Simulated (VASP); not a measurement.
# ScAl3N4 (Cm) in VASP: single point with PBE

Aim: the single point of ScAl3N4 with PBE.

Program: VASP 6.6.1. These are calculated values, not measurements. Logs are shortened: lines on timing, memory, paths and dates and some standing lists are left out, and cuts for length are marked.

## 1. The cell of the first run

The structure is monoclinic, space group Cm (No. 8). The conventional cell has a = 11.243 Å, b = 6.470 Å, c = 10.108 Å, α = 90.00°, β = 90.10°, γ = 90.00°. Within 2.6 Å of Al (site symmetry m) lie 4 N at 1.95 Å. Within 2.5 Å of Al (site symmetry 1) lie 4 N at 1.86 to 1.92 Å. Al (site symmetry 1) has 4 N at 1.91 to 1.95 Å within 2.5 Å. Al (site symmetry 1) has 4 N at 1.89 to 1.96 Å within 2.5 Å. Within 2.5 Å of Al (site symmetry 1) lie 4 N at 1.88 to 1.96 Å. Within 2.5 Å of Al (site symmetry m) lie 4 N at 1.91 to 1.95 Å. Within 2.5 Å of Al (site symmetry m) lie 4 N at 1.90 to 1.97 Å. Al (site symmetry m) has 4 N at 1.90 to 1.96 Å within 2.5 Å.

## 2. Single point, PBE

The input, INCAR:

```
PREC = Accurate ; ENCUT = 520
EDIFF = 1E-6 ; ISMEAR = 0
SIGMA = 0.01 ; LREAL = Auto
LASPH = True ; NELM = 100
ALGO = Normal ; ISIF = 2
LWAVE = False ; LCHARG = True
GGA = PE ; LELF = True
LVHAR = True ; NBANDS = 102
```

The input, KPOINTS:

```
Automatic mesh
0
Gamma
  4 4 3
```

The input, POSCAR:

```
ScAl3N4
1.0
    6.4858413593     -0.0089206996     -0.0050652850
   -3.2506462321      5.6124430323      0.0050652850
   -0.0078980739      0.0045599551     10.1076633418
Al Sc N
12 4 16
Direct
    0.3367955879      0.1632044121      0.7514839837
    0.1635262880      0.8273904080     -0.0038809521
    0.3319198731      0.6698038266      0.2538464885
    0.1679180367      0.8347941910      0.5022220811
    0.3336093433      0.6716844852      0.7464931819
    0.6726095920      0.3364737120     -0.0038809521
    0.8301961734      0.1680801269      0.2538464885
    0.6652058090      0.3320819633      0.5022220811
    0.8283155148      0.1663906567      0.7464931819
    0.8362183933      0.6637816067      0.2519132090
    0.6653631967      0.8346368033      0.4980562207
    0.8353293514      0.6646706486      0.7458718487
    0.1626712208      0.3373287792     -0.0081959382
    0.3377491377      0.1622508623      0.2437924932
    0.1658476177      0.3341523823      0.4977894772
    0.6669067819      0.8330932181     -0.0038857165
    0.1580695059      0.3419304941      0.2048439530
    0.3423017471      0.1576982529      0.4487081340
    0.1679493425      0.3320506575      0.7075367658
    0.3433267477      0.1566732523      0.9439403131
    0.1550300794      0.8098972054      0.1858557548
    0.3411523539      0.6881626088      0.4426174676
    0.1661276242      0.8338318936      0.6909807688
    0.3267905434      0.6808586542      0.9320282546
    0.6901027946      0.3449699206      0.1858557548
    0.8118373912      0.1588476461      0.4426174676
    0.6661681064      0.3338723758      0.6909807688
    0.8191413458      0.1732094566      0.9320282546
    0.6676263783      0.8323736217      0.2044234523
    0.8339582216      0.6660417784      0.4441356307
    0.6676692905      0.8323307095      0.6912450607
    0.8425666104      0.6574333896      0.9340150224
```

Potentials or basis: VASP PAW PBE potentials, release 64 (Al, Sc_sv, N).

Command:

```sh
$ cat potpaw_PBE.64/Al/POTCAR potpaw_PBE.64/Sc_sv/POTCAR potpaw_PBE.64/N/POTCAR > POTCAR
$ mpirun -np 1 vasp_std > vasp.out
```

OUTCAR:

```text
PREC = Accurate
   ENCUT = 520
   EDIFF = 1E-6
   ISMEAR = 0
   LREAL = Auto
   LASPH = True
   NELM = 100
   ISIF = 2
   GGA = PE

 ion  position               nearest neighbor table
   1  0.337  0.163  0.751-  27 1.95  23 1.95  20 1.95  19 1.95   6 3.11   2 3.11   8 3.12   4 3.12
                            13 3.12   9 3.18   5 3.18  15 3.20  12 3.24  12 3.24   9 3.31   5 3.31
   2  0.164  0.827  0.996-  24 1.86  32 1.91  21 1.92  20 1.92   1 3.11   5 3.12  12 3.13  14 3.13
                            10 3.17  13 3.18   6 3.18   3 3.18  16 3.24  16 3.25   6 3.29  13 3.31
   3  0.332  0.670  0.254-  17 1.91  22 1.91  21 1.91  29 1.95  11 3.10  15 3.10   4 3.12  14 3.18
                             2 3.18  10 3.20  16 3.21   7 3.22  13 3.24   7 3.25  10 3.29  14 3.31
   4  0.168  0.835  0.502-  18 1.89  22 1.90  23 1.91  30 1.96   5 3.08  12 3.09   3 3.12   1 3.12
                            10 3.14  14 3.19   8 3.22  11 3.23  15 3.24  15 3.25   8 3.25  11 3.26
   5  0.334  0.672  0.746-  24 1.88  23 1.94  19 1.95  31 1.96   4 3.08  13 3.11   2 3.12  11 3.13
                            16 3.14  15 3.15   1 3.18   9 3.20  12 3.21   9 3.27  12 3.28   1 3.31
   6  0.673  0.336  0.996-  28 1.86  32 1.91  25 1.92  20 1.92   1 3.11   9 3.12  12 3.13  14 3.13
                            10 3.17  13 3.18   2 3.18   7 3.18  16 3.24  16 3.25   2 3.29  13 3.31
   7  0.830  0.168  0.254-  17 1.91  26 1.91  25 1.91  29 1.95  11 3.10  15 3.10   8 3.12  14 3.18
                             6 3.18  10 3.20  16 3.21   3 3.22  13 3.24   3 3.25  10 3.29  14 3.31
   8  0.665  0.332  0.502-  18 1.89  26 1.90  27 1.91  30 1.96   9 3.08  12 3.09   7 3.12   1 3.12
                            10 3.14  14 3.19   4 3.22  11 3.23  15 3.24  15 3.25   4 3.25  11 3.26
   9  0.828  0.166  0.746-  28 1.88  27 1.94  19 1.95  31 1.96   8 3.08  13 3.11   6 3.12  11 3.13
[... 17 lines left out ...]
  19  0.168  0.332  0.708-   9 1.95   5 1.95   1 1.95  15 2.12
  20  0.343  0.157  0.944-   6 1.92   2 1.92   1 1.95  13 2.09
  21  0.155  0.810  0.186-  10 1.91   3 1.91   2 1.92  14 2.06
  22  0.341  0.688  0.443-   4 1.90  11 1.90   3 1.91  15 2.06
[... 8 lines left out ...]
  31  0.668  0.832  0.691-  11 1.95   5 1.96   9 1.96  12 1.96
  32  0.843  0.657  0.934-  12 1.90   2 1.91   6 1.91  16 2.07

  LATTYP: Found a base centered monoclinic cell.
 ALAT       =    11.2427320279
 B/A-ratio  =     0.5755176089
 C/A-ratio  =     0.8990401471
 COS(beta)  =    -0.0018033529

  Lattice vectors:

 A1 = (   3.2506462321,  -5.6124430323,  -0.0050652850)
 A2 = (   6.4858413593,  -0.0089206996,  -0.0050652850)
 A3 = (  -0.0078980739,   0.0045599551,  10.1076633418)

Analysis of symmetry for initial positions (statically):
=====================================================================
 Subroutine PRICEL returns:
 Original cell was already a primitive cell.

 Routine SETGRP: Setting up the symmetry group for a
 base centered monoclinic supercell.

[... 184 lines left out ...]
   NUPDOWN=      -1.0000    fix difference up-down
   EMIN   =  10.00;   EMAX   =-10.00  energy-range for DOS
   EFERMI =   0.00;   METHOD = LEGACY
   ISMEAR =     0;   SIGMA  =   0.01  broadening in eV -4-tet -1-fermi 0-gaus
   EFERMI_NEDOS =   21; number of points for ismear=-14 and -15
   IALGO  =     38    algorithm
   IMIX   =      4    mixing-type and parameters
     AMIX     =   0.40;   BMIX     =  1.00
     AMIX_MAG =   1.60;   BMIX_MAG =  1.00
  volume/ion in A,a.u.               =      11.49        77.53
  Fermi-wavevector in a.u.,A,eV,Ry     =   1.240625  2.344442 20.941422  1.539151
  Thomas-Fermi vector in A             =   2.375058
   LORBIT       =      0    0 simple, 1 ext, 2 COOP (PROOUT), +10 PAW based schemes
   GGA     = PE    functional components
   LHFCALC =     F    Hartree Fock is set to
   AEXX    =    0.0000 exact exchange contribution
   IVDW    =     0    specifies the selected vdW correction
   LEPSILON=     F    determine dielectric tensor
   LRPA    =     F    only Hartree local field effects (RPA)
 non-spin polarized calculation
 Gauss-broadening in eV      SIGMA  =   0.01
  energy-cutoff  :      520.00
  volume of cell :      367.64
 maximum number of plane-waves:      9916
   NGX = 25   NGY = 25   NGZ = 37

 number of electron     160.0000010 magnetization

 Free energy of the ion-electron system (eV)
  ---------------------------------------------------
  ext. energy  EPLUGINS =         0.00000000
  ---------------------------------------------------
  free energy    TOTEN  =      -248.19351984 eV

  energy without entropy =     -248.19351984  energy(sigma->0) =     -248.19351984

 E-fermi :   5.2060     XC(G=0): -10.7595

 val. band max:        5.0196530121   @ k =   0.0000  -0.0000   0.3333
 cond. band min:       8.6370419669   @ k =   0.0000   0.0000   0.0000
 fundamental gap:      3.6173889548
 Fermi energy:         5.2060069991

 k-point     1 :       0.0000    0.0000    0.0000
  band No.  band energies     occupation
      1     -41.8937      2.00000
      2     -41.8482      2.00000
      3     -41.7687      2.00000
      4     -41.7225      2.00000
      5     -20.8151      2.00000
      6     -20.7348      2.00000
[... 1604 lines left out ...]
     91      10.0190      0.00000
     92      10.3766      0.00000
 [bands above 92 left out]

------------------------ aborting loop because EDIFF is reached ----------------------------------------

  FORCE on cell =-STRESS in cart. coord.  units (eV):
  Direction    XX          YY          ZZ          XY          YZ          ZX
  --------------------------------------------------------------------------------------
  -------------------------------------------------------------------------------------
  Total        1.5626723      1.4842118      3.0609134     -0.0679488     -0.0035100      0.0060816
  in kB        6.8101382      6.4682068     13.3394845     -0.2961212     -0.0152968      0.0265037
  external PRESSURE =       8.8726098 kB  Pullay stress =       0.0000000 kB

 VOLUME and BASIS-vectors are now :
 -----------------------------------------------------------------------------
  energy-cutoff  :      520.00
  volume of cell :      367.64
      direct lattice vectors                 reciprocal lattice vectors
     6.485841359 -0.008920700 -0.005065285     0.154304986  0.089371155  0.000080254
    -3.250646232  5.612443032  0.005065285     0.000245197  0.178317615 -0.000080254
    -0.007898074  0.004559955 10.107663342     0.000077204 -0.000044574  0.098934915

 POSITION                                       TOTAL-FORCE (eV/Angst)
 -----------------------------------------------------------------------------------
      1.64795      0.91640      7.59487        -0.000691      0.000399      0.004253
     -1.63682      4.64677     10.07180        -0.001861      0.002474      0.000142
     -0.02652      3.75743      2.56751        -0.000903      0.000031      0.001976
     -1.62850      4.68603      5.07967         0.000621     -0.003562      0.000461
     -0.02557      3.77022      7.54701        -0.000922     -0.000116     -0.000418
      3.26081      1.88698     10.06673        -0.003073      0.000374      0.000142
[... 24 lines left out ...]
      1.61932      4.66860      6.98771         0.000676     -0.000390     -0.005155
      3.32029      3.68655      9.43977         0.052887     -0.030534     -0.018654
 -----------------------------------------------------------------------------------
    total drift:                                0.006303     -0.003638     -0.006747

  FREE ENERGIE OF THE ION-ELECTRON SYSTEM (eV)
  ---------------------------------------------------
  free  energy   TOTEN  =      -248.1935198412 eV

  energy  without entropy=     -248.1935198412  energy(sigma->0) =     -248.19351984
```

stdout:

```text
POSCAR found type information on POSCAR AlScN
 POSCAR found :  3 types and      32 ions
 scaLAPACK will be used
 LDA part: xc-table for (Slater+PW92), standard interpolation
 POSCAR, INCAR and KPOINTS ok, starting setup
 FFT: planning ... GRIDC
 FFT: planning ... GRID_SOFT
 FFT: planning ... GRID
 WAVECAR not read
 entering main loop
```

It took 46 min on 1 thread of Intel Xeon 8259CL, shared host; peak memory 0.69 GiB.

What came out:

```
Free energy            : -248.1935 eV
Pressure               : 0.9 GPa
Largest force          : 0.089 eV/Å
Band gap on the k mesh : 3.62 eV (least direct gap 3.62 eV)
```

Forces in eV/Å, atoms in the order of the input:
```
Al  -0.001  0.000  0.004
Al  -0.002  0.002  0.000
Al  -0.001  0.000  0.002
Al   0.001 -0.004  0.000
Al  -0.001  0.000  0.000
Al  -0.003  0.000  0.000
Al   0.000  0.001  0.002
Al   0.003  0.001  0.000
Al   0.000  0.001  0.000
Al   0.000  0.000 -0.002
Al   0.002 -0.001  0.000
Al   0.001 -0.001  0.001
Sc   0.018 -0.011  0.019
Sc   0.001  0.000 -0.010
Sc  -0.002  0.001  0.002
Sc   0.014 -0.008  0.017
N   -0.057  0.033  0.032
N    0.057 -0.033  0.044
N    0.000  0.000  0.044
N    0.053 -0.030 -0.019
N   -0.001 -0.061 -0.018
N   -0.001  0.062 -0.018
N   -0.001 -0.001 -0.004
N   -0.065  0.040 -0.046
N    0.052  0.031 -0.018
N   -0.054 -0.030 -0.018
N    0.001  0.002 -0.004
N   -0.067  0.036 -0.046
N   -0.001  0.000  0.058
N    0.001  0.000  0.001
N    0.001  0.000 -0.005
N    0.053 -0.031 -0.019
```

A k mesh can miss the band edges.
